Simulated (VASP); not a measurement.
Set up this calculation in VASP 6.6.1, as the native input.

```yaml
Task: single point
Functional: LDA
Potentials_or_basis: VASP PAW LDA potentials, release 64 (O)
Cutoff: 600 eV
k_mesh: 18 × 18 × 18
Occupations: fermi-dirac, width 0.05 eV
Spin: no spin polarisation
Dipole_correction: no
Further_INCAR_settings: ALGO = Normal; EDIFF = 1e-06; NBANDS = 9
```

The structure of O lies in POSCAR:

```
O
1.0
    1.6368150302      0.0000000000      0.0000000000
    0.0000000000      1.6368150302      0.0000000000
    0.0000000000      0.0000000000      1.6368150302
O
1
Direct
    0.0000000000      0.0000000000      0.0000000000
```

The input as run:

INCAR

```
PREC = Accurate
ENCUT = 600
EDIFF = 1E-6
ISMEAR = -1
SIGMA = 0.05
LREAL = False
LASPH = True
NELM = 120
ALGO = Normal
ISIF = 2
LWAVE = False
LCHARG = False
NBANDS = 9
GGA_COMPAT = False
```

KPOINTS

```
Automatic mesh
0
Gamma
  18 18 18
```

Potentials or basis: VASP PAW LDA potentials, release 64 (O).

Launch:

```sh
$ cat potpaw_LDA.64/O/POTCAR > POTCAR
$ mpirun -np 1 vasp_std > vasp.out
```

Results of the run:

```json
{
 "Pressure": "334.4 GPa",
 "Band gap on the k mesh": "zero (bands 3 and 4 overlap by 11.56 eV)"
}
```

Caveat: the cell stands under pressure.

Run time: 3.8 s on 1 thread of Intel(R) Xeon(R) Platinum 8259CL CPU @ 2.50GHz (Skylake/Cascade Lake), with other jobs on the host, peak memory 0.11 GiB.
